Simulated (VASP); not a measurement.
# BiTe (R-3m) in VASP: a series of runs

The runs below take BiTe through single point, with PBE.

Everything below comes from runs of VASP 6.6.1. Logs are shortened: lines on timing, memory, paths and dates and some standing lists are left out, and cuts for length are marked.

## (1) The cell of the first run

Symmetry: R-3m, No. 166, trigonal system. The conventional cell has a = 4.713 Å, b = 4.713 Å, c = 9.679 Å, α = 90.00°, β = 90.00°, γ = 120.00°. Bi (site symmetry -3m) has 6 Te at 3.16 Å within 4.2 Å. Te (site symmetry -3m) has 6 Bi at 3.16 Å within 4.2 Å.

## (2) Single point, PBE

Input file INCAR:

```
SYSTEM = BiTe
PREC = Accurate ; ENCUT = 520
EDIFF = 1E-7 ; ISMEAR = -1
SIGMA = 0.02 ; LREAL = .FALSE.
LASPH = .TRUE. ; NELM = 80
ALGO = Normal ; ISIF = 2
LWAVE = .FALSE. ; LCHARG = .FALSE.
GGA = PE ; NBANDS = 18
```

Input file KPOINTS:

```
Automatic mesh
0
G
  8 8 8
  0 0 0
```

Input file POSCAR:

```
BiTe
1.0
    2.3563006752      1.3604086207      3.2263591873
   -2.3563006752      1.3604086207      3.2263591873
    0.0000000000     -2.7208172413      3.2263591873
Bi Te
1 1
Direct
    0.5000000000      0.5000000000      0.5000000000
    0.0000000000      0.0000000000      0.0000000000
```

Potentials or basis: VASP PAW PBE potentials, release 64 (Bi_d, Te).

Started as:

```sh
$ cat potpaw_PBE.64/Bi_d/POTCAR potpaw_PBE.64/Te/POTCAR > POTCAR
$ mpirun -np 1 vasp_std > vasp.out
```

OUTCAR:

```text
SYSTEM = BiTe
   PREC = Accurate
   ENCUT = 520
   EDIFF = 1E-7
   ISMEAR = -1
   LREAL = .FALSE.
   LASPH = .TRUE.
   NELM = 80
   ISIF = 2
   GGA = PE

 ion  position               nearest neighbor table
   1  0.500  0.500  0.500-   2 3.16   2 3.16   2 3.16   2 3.16   2 3.16   2 3.16
   2  0.000  0.000  0.000-   1 3.16   1 3.16   1 3.16   1 3.16   1 3.16   1 3.16

  LATTYP: Found a trigonal (rhomboedric) cell.
 ALAT       =     4.2204570952
 COS(alpha) =     0.3765919129

  Lattice vectors:

 A1 = (   2.3563006752,   1.3604086207,   3.2263591873)
 A2 = (  -2.3563006752,   1.3604086207,   3.2263591873)
 A3 = (   0.0000000000,  -2.7208172413,   3.2263591873)

Analysis of symmetry for initial positions (statically):
=====================================================================
 Subroutine PRICEL returns:
 Original cell was already a primitive cell.

 Routine SETGRP: Setting up the symmetry group for a
 trigonal (rhombohedral) supercell.

 Subroutine GETGRP returns: Found 12 space group operations
 (whereof 12 operations were pure point group operations)
 out of a pool of 12 trial point group operations.

The static configuration has the point symmetry D_3d.

Analysis of symmetry for dynamics (positions and initial velocities):
=====================================================================
 Subroutine PRICEL returns:
 Original cell was already a primitive cell.

 Routine SETGRP: Setting up the symmetry group for a
 trigonal (rhombohedral) supercell.

 Subroutine GETGRP returns: Found 12 space group operations
 (whereof 12 operations were pure point group operations)
 out of a pool of 12 trial point group operations.

The dynamic configuration has the point symmetry D_3d.

 Subroutine INISYM returns: Found 12 space group operations
 (whereof 12 operations are pure point group operations),
 and found     1 'primitive' translations

----------------------------------------------------------------------------------------

                                     Primitive cell

  volume of cell :      62.0532

  direct lattice vectors                    reciprocal lattice vectors
[... 79 lines left out ...]
   ISTART =      0    job   : 0-new  1-cont  2-samecut
   ICHARG =      2    charge: 1-file 2-atom 10-const
   ISPIN  =      1    spin polarized calculation?
   LNONCOLLINEAR =      F non collinear calculations
   LSORBIT =      F    spin-orbit coupling
   LASPH  =      T    aspherical Exc in radial PAW
   ENCUT  =  520.0 eV  38.22 Ry    6.18 a.u.   7.85  7.85  7.85*2*pi/ulx,y,z
   NELM   =     80;   NELMIN=  2; NELMDL= -5     # of ELM steps
   EDIFF  = 0.1E-06   stopping-criterion for ELM
   LREAL  =      F    real-space projection
   EDIFFG = 0.1E-05   stopping-criterion for IOM
   NSW    =      0    number of steps for IOM
   IBRION =     -1    ionic relax: 0-MD 1-quasi-New 2-CG
   NFREE  =      0    steps in history (QN), initial steepest desc. (CG)
   ISIF   =      2    stress and relaxation
   ISYM   =      2    0-nonsym 1-usesym 2-fastsym
   POTIM  = 0.5000    time-step for ionic-motion
   TEBEG  =    0.0;   TEEND  =   0.0 temperature during run
   PSTRESS=    0.0 pullay stress
   NELECT =      21.0000    total number of electrons
   NUPDOWN=      -1.0000    fix difference up-down
   EMIN   =  10.00;   EMAX   =-10.00  energy-range for DOS
   EFERMI =   0.00;   METHOD = LEGACY
   ISMEAR =    -1;   SIGMA  =   0.02  broadening in eV -4-tet -1-fermi 0-gaus
   EFERMI_NEDOS =   21; number of points for ismear=-14 and -15
   IALGO  =     38    algorithm
   IMIX   =      4    mixing-type and parameters
     AMIX     =   0.40;   BMIX     =  1.00
     AMIX_MAG =   1.60;   BMIX_MAG =  1.00
  volume/ion in A,a.u.               =      31.03       209.38
  Fermi-wavevector in a.u.,A,eV,Ry     =   1.140845  2.155884 17.708349  1.301527
  Thomas-Fermi vector in A             =   2.277546
   LORBIT       =      0    0 simple, 1 ext, 2 COOP (PROOUT), +10 PAW based schemes
   GGA     = PE    functional components
   LHFCALC =     F    Hartree Fock is set to
   AEXX    =    0.0000 exact exchange contribution
   IVDW    =     0    specifies the selected vdW correction
   LEPSILON=     F    determine dielectric tensor
   LRPA    =     F    only Hartree local field effects (RPA)
 non-spin polarized calculation
  energy-cutoff  :      520.00
  volume of cell :       62.05
 maximum number of plane-waves:      1686
   NGX = 15   NGY = 15   NGZ = 15

 number of electron      21.0000003 magnetization

 Free energy of the ion-electron system (eV)
  ---------------------------------------------------
  ext. energy  EPLUGINS =         0.00000000
  ---------------------------------------------------
  free energy    TOTEN  =        -7.11339066 eV

  energy without entropy =       -7.11100098  energy(sigma->0) =       -7.11219582

 E-fermi :   7.7753     XC(G=0):  -9.8548

 val. band max:        7.7588334441   @ k =   0.3750   0.1250   0.0000
 cond. band min:       7.7886459164   @ k =   0.5000   0.5000   0.3750
 fundamental gap:      0.0298124723
 Fermi energy:         7.7752569288

 k-point     1 :       0.0000    0.0000    0.0000
  band No.  band energies     occupation
      1     -15.5410      2.00000
      2     -15.5410      2.00000
      3     -15.5324      2.00000
      4     -15.5324      2.00000
      5     -15.5119      2.00000
      6      -6.3656      2.00000
[... 481 lines left out ...]
      5     -15.5085      2.00000
      6      -5.3663      2.00000
[... 10 lines left out ...]
     17      16.3175      0.00000
     18      18.8818      0.00000

 [... further k-points ...]

------------------------ aborting loop because EDIFF is reached ----------------------------------------

  FORCE on cell =-STRESS in cart. coord.  units (eV):
  Direction    XX          YY          ZZ          XY          YZ          ZX
  --------------------------------------------------------------------------------------
  -------------------------------------------------------------------------------------
  Total        1.9880996      1.9880931      1.5144880     -0.0000000      0.0000000      0.0000000
  in kB       51.3315843     51.3314176     39.1032060     -0.0000000      0.0000000      0.0000000
  external PRESSURE =      47.2554026 kB  Pullay stress =       0.0000000 kB

 VOLUME and BASIS-vectors are now :
 -----------------------------------------------------------------------------
  energy-cutoff  :      520.00
  volume of cell :       62.05
      direct lattice vectors                 reciprocal lattice vectors
     2.356300675  1.360408621  3.226359187     0.212197028  0.122512210  0.103315630
    -2.356300675  1.360408621  3.226359187    -0.212197028  0.122512210  0.103315630
     0.000000000 -2.720817241  3.226359187     0.000000000 -0.245024420  0.103315630

 POSITION                                       TOTAL-FORCE (eV/Angst)
 -----------------------------------------------------------------------------------
      0.00000      0.00000      4.83954         0.000000      0.000000     -0.000000
      0.00000      0.00000      0.00000        -0.000000     -0.000000      0.000000
 -----------------------------------------------------------------------------------
    total drift:                               -0.000000      0.000000     -0.000000

  FREE ENERGIE OF THE ION-ELECTRON SYSTEM (eV)
  ---------------------------------------------------
  free  energy   TOTEN  =        -7.1133906620 eV

  energy  without entropy=       -7.1110009844  energy(sigma->0) =       -7.11219582
```

OSZICAR:

```text
N       E                     dE             d eps       ncg     rms          rms(c)
DAV:   1     0.159377501770E+03    0.15938E+03   -0.99324E+03  2356   0.115E+03
DAV:   2     0.520150257334E+01   -0.15418E+03   -0.14975E+03  2492   0.315E+02
DAV:   3    -0.680557236199E+01   -0.12007E+02   -0.11841E+02  2860   0.895E+01
DAV:   4    -0.712808869653E+01   -0.32252E+00   -0.32229E+00  2956   0.155E+01
DAV:   5    -0.713948049193E+01   -0.11392E-01   -0.11391E-01  3228   0.277E+00    0.676E+00
DAV:   6    -0.711055748459E+01    0.28923E-01   -0.90370E-02  3298   0.190E+00    0.416E+00
DAV:   7    -0.711386252600E+01   -0.33050E-02   -0.32403E-02  2900   0.941E-01    0.478E-01
DAV:   8    -0.711327366642E+01    0.58886E-03   -0.60812E-03  2932   0.531E-01    0.156E-01
DAV:   9    -0.711339049628E+01   -0.11683E-03   -0.48985E-04  2714   0.132E-01    0.359E-02
DAV:  10    -0.711339144477E+01   -0.94849E-06   -0.23415E-05  3238   0.284E-02    0.238E-02
DAV:  11    -0.711339058743E+01    0.85734E-06   -0.89870E-06  2700   0.235E-02    0.773E-03
DAV:  12    -0.711339072308E+01   -0.13565E-06   -0.19840E-06  2976   0.118E-02    0.189E-03
DAV:  13    -0.711339066203E+01    0.61048E-07   -0.15944E-07  2288   0.289E-03
   1 F= -.71133907E+01 E0= -.71121958E+01  d E =-.238968E-02
```

Run time: 22 s. Hardware: 1 thread of Intel Xeon 6975P-C (Granite Rapids), shared host; peak memory 0.21 GiB.

Results:

* Free energy: -7.1134 eV
* Pressure: 4.7 GPa

Levels at points of the mesh, in eV from the Fermi level:
```csv
k point,band 8,band 9,band 10,band 11,band 12,band 13
"(0.00, 0.00, 0.00)",-3.23,-3.23,-1.80,2.01,2.67,2.67
"(0.50, 0.00, 0.00)",-2.07,-1.98,-1.07,-1.02,-0.78,0.32
"(0.50, 0.50, 0.00)",-6.24,-4.99,-3.69,2.08,3.36,3.91
"(0.50, 0.50, 0.50)",-2.63,-2.63,-2.39,-1.76,-1.51,-1.51
```

Caveat: spin-orbit coupling is left out, which moves the levels of the heavy elements.

## (3) Single point, PBE

This run uses another cell than the first one, of 32.38 Å³/atom, 1.043 times its volume.

Input file INCAR:

```
SYSTEM = BiTe
ALGO = Normal
EDIFF = 1E-6
ENCUT = 520
GGA = PE
ISIF = 2
ISMEAR = -1
LASPH = .True.
LCHARG = .True.
LELF = .True.
LREAL = .False.
LVHAR = .True.
LWAVE = .False.
NBANDS = 18
NELM = 80
PREC = Accurate
SIGMA = 0.02
```

Input file KPOINTS:

```
k-points
0
Gamma
  8 8 8
  0 0 0
```

Input file POSCAR:

```
BiTe
1.0
    2.3899666618      1.3798456556      3.2724562608
   -2.3899666618      1.3798456556      3.2724562608
    0.0000000000     -2.7596913112      3.2724562608
Bi Te
1 1
Direct
    0.5000000000      0.5000000000      0.5000000000
    0.0000000000      0.0000000000      0.0000000000
```

Potentials or basis: VASP PAW PBE potentials, release 64 (Bi_d, Te).

Started as:

```sh
$ cat potpaw_PBE.64/Bi_d/POTCAR potpaw_PBE.64/Te/POTCAR > POTCAR
$ mpirun -np 1 vasp_std > vasp.out
```

Run time: 21 s. Hardware: 1 thread of Intel Xeon 6975P-C (Granite Rapids), shared host; peak memory 0.22 GiB.

Results (log left out):

| Quantity | Value |
| --- | --- |
| Free energy | -7.1700 eV |
| Pressure | 2.0 GPa |

Stress tensor (GPa, compression positive):
```
2.13 0.00 0.00
0.00 2.13 0.00
0.00 0.00 1.77
```

Levels at points of the mesh, in eV from the Fermi level:
```tsv
k point	band 8	band 9	band 10	band 11	band 12	band 13
(0.00, 0.00, 0.00)	-3.09	-3.09	-1.73	1.92	2.57	2.57
(0.50, 0.00, 0.00)	-1.98	-1.92	-1.05	-1.03	-0.70	0.30
(0.50, 0.50, 0.00)	-5.92	-4.74	-3.50	2.23	3.19	3.73
(0.50, 0.50, 0.50)	-2.51	-2.51	-2.33	-1.67	-1.40	-1.40
```

Caveat: spin-orbit coupling is left out, which moves the levels of the heavy elements.
